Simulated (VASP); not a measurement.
# Rh (Fm-3m) in VASP: a series of runs

Rh is run at these levels: r2SCAN; tasks: single point.

Everything below comes from runs of VASP 6.6.1. Logs are shortened: lines on timing, memory, paths and dates and some standing lists are left out, and cuts for length are marked.

## (1) The cell of the first run

The structure is cubic, space group Fm-3m (No. 225). The conventional cell has a = 3.802 Å, b = 3.802 Å, c = 3.802 Å, α = 90.00°, β = 90.00°, γ = 90.00°. Within 3.5 Å of Rh (site symmetry m-3m) lie 12 Rh at 2.69 Å.

## (2) Single point, r2SCAN

File POSCAR:

```
Rh
1.0
    0.0000000000      1.9008071574      1.9008071574
    1.9008071574      0.0000000000      1.9008071574
    1.9008071574      1.9008071574      0.0000000000
Rh
1
Direct
    0.0000000000      0.0000000000      0.0000000000
```

File INCAR.step1:

```
SYSTEM = Rh
PREC = Accurate ; ENCUT = 680
ISMEAR = -1 ; SIGMA = 0.1
LREAL = .FALSE. ; LASPH = .TRUE.
NELM = 120 ; NBANDS = 14
GGA = PE ; ALGO = Normal
EDIFF = 1E-5 ; LWAVE = .TRUE.
LCHARG = .FALSE. ; GGA_COMPAT = .FALSE.
```

File INCAR.step2:

```
SYSTEM = Rh
PREC = Accurate ; ENCUT = 680
EDIFF = 1E-6 ; ISMEAR = -1
SIGMA = 0.1 ; LREAL = .FALSE.
LASPH = .TRUE. ; NELM = 120
ALGO = Normal ; ISIF = 2
LWAVE = .FALSE. ; LCHARG = .FALSE.
METAGGA = R2SCAN ; LMIXTAU = .TRUE.
NBANDS = 14 ; ISTART = 1
GGA_COMPAT = .FALSE.
```

File KPOINTS:

```
regular mesh
0
G
  5 5 5
  0 0 0
```

Potentials or basis: VASP PAW PBE potentials, release 64 (Rh_sv_GW).

Run with:

```bash
> cat potpaw_PBE.64/Rh_sv_GW/POTCAR > POTCAR
> cp INCAR.step1 INCAR
> mpirun -np 1 vasp_std > vasp.out
> cp INCAR.step2 INCAR
> mpirun -np 1 vasp_std > vasp.out
```

OUTCAR:

```text
SYSTEM = Rh
   PREC = Accurate
   ENCUT = 680
   EDIFF = 1E-6
   ISMEAR = -1
   LREAL = .FALSE.
   LASPH = .TRUE.
   NELM = 120
   ISIF = 2
   METAGGA = R2SCAN
   ISTART = 1

 ion  position               nearest neighbor table
   1  0.000  0.000  0.000-

  LATTYP: Found a face centered cubic cell.
 ALAT       =     3.8016143148

  Lattice vectors:

 A1 = (   0.0000000000,   1.9008071574,   1.9008071574)
 A2 = (   1.9008071574,   0.0000000000,   1.9008071574)
 A3 = (   1.9008071574,   1.9008071574,   0.0000000000)

Analysis of symmetry for initial positions (statically):
=====================================================================
 Subroutine PRICEL returns:
 Original cell was already a primitive cell.

 Routine SETGRP: Setting up the symmetry group for a
 face centered cubic supercell.

 Subroutine GETGRP returns: Found 48 space group operations
 (whereof 48 operations were pure point group operations)
 out of a pool of 48 trial point group operations.

The static configuration has the point symmetry O_h .

Analysis of symmetry for dynamics (positions and initial velocities):
=====================================================================
 Subroutine PRICEL returns:
 Original cell was already a primitive cell.

 Routine SETGRP: Setting up the symmetry group for a
 face centered cubic supercell.

 Subroutine GETGRP returns: Found 48 space group operations
 (whereof 48 operations were pure point group operations)
 out of a pool of 48 trial point group operations.

The dynamic configuration has the point symmetry O_h .

 Subroutine INISYM returns: Found 48 space group operations
 (whereof 48 operations are pure point group operations),
 and found     1 'primitive' translations

----------------------------------------------------------------------------------------

                                     Primitive cell

  volume of cell :      13.7355

  direct lattice vectors                    reciprocal lattice vectors
     0.000000000  1.900807157  1.900807157    -0.263046148  0.263046148  0.263046148
     1.900807157  0.000000000  1.900807157     0.263046148 -0.263046148  0.263046148
     1.900807157  1.900807157  0.000000000     0.263046148  0.263046148 -0.263046148

  length of vectors
     2.688147261  2.688147261  2.688147261     0.455609292  0.455609292  0.455609292

  position of ions in fractional coordinates (direct lattice)
     0.000000000  0.000000000  0.000000000

  ion indices of the primitive-cell ions
   primitive index   ion index
                 1           1

----------------------------------------------------------------------------------------

 KPOINTS: regular mesh

Automatic generation of k-mesh.
 Grid dimensions read from file:
 generate k-points for:    5    5    5

 Generating k-lattice:

  Cartesian coordinates                     Fractional coordinates (reciprocal lattice)
    -0.052609230  0.052609230  0.052609230     0.200000000  0.000000000  0.000000000
     0.052609230 -0.052609230  0.052609230     0.000000000  0.200000000  0.000000000
     0.052609230  0.052609230 -0.052609230     0.000000000  0.000000000  0.200000000

  Length of vectors
     0.091121858  0.091121858  0.091121858

  Shift w.r.t. Gamma in fractional coordinates (k-lattice)
     0.000000000  0.000000000  0.000000000

 Subroutine IBZKPT returns following result:
 ===========================================

 Found     10 irreducible k-points:

 Following reciprocal coordinates:
            Coordinates               Weight
  0.000000  0.000000  0.000000      1.000000
  0.200000  0.000000  0.000000      8.000000
  0.400000  0.000000  0.000000      8.000000
  0.200000  0.200000  0.000000      6.000000
  0.400000  0.200000  0.000000     24.000000
 -0.400000  0.200000  0.000000     24.000000
 -0.200000  0.200000  0.000000     12.000000
  0.400000  0.400000  0.000000      6.000000
 -0.400000  0.400000  0.000000     12.000000
 -0.400000  0.400000  0.200000     24.000000
   k-points           NKPTS =     10   k-points in BZ     NKDIM =     10   number of bands    NBANDS=     14
   number of dos      NEDOS =    301   number of ions     NIONS =      1
   total plane-waves  NPLWV =  13824
   dimension x,y,z NGX =    24 NGY =   24 NGZ =   24
   dimension x,y,z NGXF=    48 NGYF=   48 NGZF=   48
   ions per type =               1
   NGX,Y,Z   is equivalent  to a cutoff of  14.84, 14.84, 14.84 a.u.
   NGXF,Y,Z  is equivalent  to a cutoff of  29.69, 29.69, 29.69 a.u.
 SYSTEM =  Rh
   PREC   = accura    normal or accurate (medium, high low for compatibility)
   ISTART =      1    job   : 0-new  1-cont  2-samecut
   ICHARG =      0    charge: 1-file 2-atom 10-const
   ISPIN  =      1    spin polarized calculation?
   LNONCOLLINEAR =      F non collinear calculations
   LSORBIT =      F    spin-orbit coupling
   LASPH  =      T    aspherical Exc in radial PAW
   ENCUT  =  680.0 eV  49.98 Ry    7.07 a.u.   5.72  5.72  5.72*2*pi/ulx,y,z
   NELM   =    120;   NELMIN=  2; NELMDL=  0     # of ELM steps
   EDIFF  = 0.1E-05   stopping-criterion for ELM
   LREAL  =      F    real-space projection
   EDIFFG = 0.1E-04   stopping-criterion for IOM
   NSW    =      0    number of steps for IOM
   IBRION =     -1    ionic relax: 0-MD 1-quasi-New 2-CG
   NFREE  =      0    steps in history (QN), initial steepest desc. (CG)
   ISIF   =      2    stress and relaxation
   ISYM   =      2    0-nonsym 1-usesym 2-fastsym
   POTIM  = 0.5000    time-step for ionic-motion
   TEBEG  =    0.0;   TEEND  =   0.0 temperature during run
   PSTRESS=    0.0 pullay stress
   NELECT =      17.0000    total number of electrons
   NUPDOWN=      -1.0000    fix difference up-down
   EMIN   =  10.00;   EMAX   =-10.00  energy-range for DOS
   EFERMI =   0.00;   METHOD = LEGACY
   ISMEAR =    -1;   SIGMA  =   0.10  broadening in eV -4-tet -1-fermi 0-gaus
   EFERMI_NEDOS =   21; number of points for ismear=-14 and -15
   IALGO  =     38    algorithm
   IMIX   =      4    mixing-type and parameters
     AMIX     =   0.40;   BMIX     =  1.00
     AMIX_MAG =   1.60;   BMIX_MAG =  1.00
  volume/ion in A,a.u.               =      13.74        92.69
  Fermi-wavevector in a.u.,A,eV,Ry     =   1.757693  3.321559 42.035002  3.089486
  Thomas-Fermi vector in A             =   2.826998
   LORBIT       =      0    0 simple, 1 ext, 2 COOP (PROOUT), +10 PAW based schemes
   METAGGA = R2SCAN    functional components
   LHFCALC =     F    Hartree Fock is set to
   AEXX    =    0.0000 exact exchange contribution
   IVDW    =     0    specifies the selected vdW correction
   LEPSILON=     F    determine dielectric tensor
   LRPA    =     F    only Hartree local field effects (RPA)
 non-spin polarized calculation
  energy-cutoff  :      680.00
  volume of cell :       13.74
 maximum number of plane-waves:       564
   NGX = 11   NGY = 11   NGZ = 11

 number of electron      17.0000001 magnetization

 Free energy of the ion-electron system (eV)
  ---------------------------------------------------
  ext. energy  EPLUGINS =         0.00000000
  ---------------------------------------------------
  free energy    TOTEN  =       -23.17924013 eV

  energy without entropy =      -23.09666199  energy(sigma->0) =      -23.13795106

 E-fermi :  10.9588     XC(G=0): -15.2790

 val. band max:       10.8812439833   @ k =  -0.4000   0.2000   0.0000
 cond. band min:      10.9669925236   @ k =   0.4000   0.0000   0.0000
 fundamental gap:      0.0857485404
 Fermi energy:        10.9587713746

 k-point     1 :       0.0000    0.0000    0.0000
  band No.  band energies     occupation
      1     -70.4363      2.00000
      2     -37.0678      2.00000
      3     -37.0678      2.00000
      4     -37.0678      2.00000
      5       2.5428      2.00000
      6       7.5546      2.00000
      7       7.5546      2.00000
      8       7.5546      2.00000
      9       9.6513      2.00000
     10       9.6513      2.00000
     11      27.1495      0.00000
     12      32.8270      0.00000
     13      32.8270      0.00000
     14      32.8270      0.00000

 k-point     2 :       0.2000    0.0000    0.0000
  band No.  band energies     occupation
      1     -70.3940      2.00000
      2     -37.3442      2.00000
      3     -37.1052      2.00000
      4     -37.1052      2.00000
      5       3.9505      2.00000
      6       7.2023      2.00000
      7       7.9305      2.00000
      8       7.9305      2.00000
      9       9.6115      2.00000
     10       9.6115      2.00000
     11      28.0185      0.00000
     12      28.8013      0.00000
     13      35.0397      0.00000
     14      35.0397      0.00000

 k-point     3 :       0.4000    0.0000    0.0000
  band No.  band energies     occupation
      1     -70.3248      2.00000
      2     -37.7786      2.00000
      3     -37.1654      2.00000
      4     -37.1654      2.00000
      5       4.4853      2.00000
      6       7.5473      2.00000
      7       7.5473      2.00000
      8      10.2298      1.99864
      9      10.9670      0.95892
     10      10.9670      0.95892
     11      21.5898      0.00000
     12      27.2207      0.00000
     13      33.6460      0.00000
     14      33.6460      0.00000

 k-point     4 :       0.2000    0.2000    0.0000
  band No.  band energies     occupation
      1     -70.3799      2.00000
      2     -37.3337      2.00000
      3     -37.1677      2.00000
      4     -37.1677      2.00000
      5       4.4207      2.00000
      6       6.3447      2.00000
      7       8.6240      2.00000
      8       8.6599      2.00000
      9       8.6599      2.00000
     10      10.1591      1.99933
     11      29.9542      0.00000
     12      30.2955      0.00000
     13      31.7933      0.00000
     14      31.7933      0.00000

 k-point     5 :       0.4000    0.2000    0.0000
  band No.  band energies     occupation
      1     -70.3197      2.00000
      2     -37.6484      2.00000
      3     -37.2680      2.00000
      4     -37.2353      2.00000
      5       5.2263      2.00000
      6       6.3822      2.00000
      7       7.7652      2.00000
      8       8.8203      2.00000
      9      11.1920      0.17703
     10      12.1946      0.00001
     11      24.2009      0.00000
     12      28.7508      0.00000
     13      30.0152      0.00000
     14      32.4975      0.00000

 k-point     6 :      -0.4000    0.2000    0.0000
  band No.  band energies     occupation
      1     -70.2965      2.00000
      2     -37.7493      2.00000
      3     -37.3720      2.00000
      4     -37.2153      2.00000
      5       5.3928      2.00000
      6       6.6714      2.00000
      7       8.2117      2.00000
      8       8.4051      2.00000
      9      10.8812      1.36932
     10      15.7611      0.00000
     11      20.0943      0.00000
     12      26.8241      0.00000
     13      30.3069      0.00000
     14      31.7611      0.00000

 k-point     7 :      -0.2000    0.2000    0.0000
  band No.  band energies     occupation
      1     -70.3426      2.00000
      2     -37.5477      2.00000
      3     -37.2882      2.00000
      4     -37.1350      2.00000
      5       5.6637      2.00000
      6       6.5743      2.00000
      7       7.5759      2.00000
      8       8.6790      2.00000
      9       8.9615      2.00000
     10      12.0351      0.00004
     11      26.2823      0.00000
     12      27.7458      0.00000
     13      31.8572      0.00000
     14      34.0481      0.00000

 k-point     8 :       0.4000    0.4000    0.0000
  band No.  band energies     occupation
      1     -70.2882      2.00000
      2     -37.7389      2.00000
      3     -37.3274      2.00000
      4     -37.3274      2.00000
      5       4.4541      2.00000
      6       4.7825      2.00000
      7      11.0670      0.50623
      8      11.1644      0.22692
      9      11.1644      0.22692
     10      12.3262      0.00000
     11      25.8489      0.00000
     12      25.8667      0.00000
     13      25.8667      0.00000
     14      34.1544      0.00000

 k-point     9 :      -0.4000    0.4000    0.0000
  band No.  band energies     occupation
      1     -70.2738      2.00000
      2     -37.7224      2.00000
      3     -37.4732      2.00000
      4     -37.3152      2.00000
      5       4.7484      2.00000
      6       5.3668      2.00000
      7       9.2527      2.00000
      8      10.3306      1.99627
      9      11.3568      0.03667
     10      17.7538      0.00000
     11      21.0573      0.00000
     12      23.4657      0.00000
     13      26.8844      0.00000
     14      33.3114      0.00000

 k-point    10 :      -0.4000    0.4000    0.2000
  band No.  band energies     occupation
      1     -70.2825      2.00000
      2     -37.6608      2.00000
      3     -37.4803      2.00000
      4     -37.3058      2.00000
      5       5.6868      2.00000
      6       6.1160      2.00000
      7       7.2723      2.00000
      8       9.7255      1.99999
      9      11.1459      0.26682
     10      16.8684      0.00000
     11      23.1713      0.00000
     12      23.5870      0.00000
     13      26.3230      0.00000
     14      36.0566      0.00000

------------------------ aborting loop because EDIFF is reached ----------------------------------------

  FORCE on cell =-STRESS in cart. coord.  units (eV):
  Direction    XX          YY          ZZ          XY          YZ          ZX
  --------------------------------------------------------------------------------------
  -------------------------------------------------------------------------------------
  Total        0.2493965      0.2493965      0.2493965      0.0000000      0.0000000      0.0000000
  in kB       29.0908709     29.0908709     29.0908709      0.0000000      0.0000000      0.0000000
  external PRESSURE =      29.0908709 kB  Pullay stress =       0.0000000 kB

 VOLUME and BASIS-vectors are now :
 -----------------------------------------------------------------------------
  energy-cutoff  :      680.00
  volume of cell :       13.74
      direct lattice vectors                 reciprocal lattice vectors
     0.000000000  1.900807157  1.900807157    -0.263046148  0.263046148  0.263046148
     1.900807157  0.000000000  1.900807157     0.263046148 -0.263046148  0.263046148
     1.900807157  1.900807157  0.000000000     0.263046148  0.263046148 -0.263046148

 POSITION                                       TOTAL-FORCE (eV/Angst)
 -----------------------------------------------------------------------------------
      0.00000      0.00000      0.00000         0.000000     -0.000000      0.000000
 -----------------------------------------------------------------------------------
    total drift:                               -0.000000     -0.000000     -0.000000

  FREE ENERGIE OF THE ION-ELECTRON SYSTEM (eV)
  ---------------------------------------------------
  free  energy   TOTEN  =       -23.1792401322 eV

  energy  without entropy=      -23.0966619916  energy(sigma->0) =      -23.13795106
```

Wall time 17 s (1 thread of AMD EPYC 9R45 (Zen 5), shared host); peak memory 0.12 GiB.

What came out:

| Property | Result |
| --- | --- |
| Free energy | -23.1792 eV |
| Pressure | 2.9 GPa |
| Band gap on the k mesh | zero (an odd number of electrons rules out a gap without spin polarisation) |

Caveat: the k points lie up to 0.57 Å⁻¹ apart, too coarse for converged energies and pressures of a metal; the PAW data sets were made with another functional, which shifts forces and pressure a little.

(Part 1 of 2 ends here.)

The gap in the log of VASP goes by the Fermi energy; the results here count the filled bands.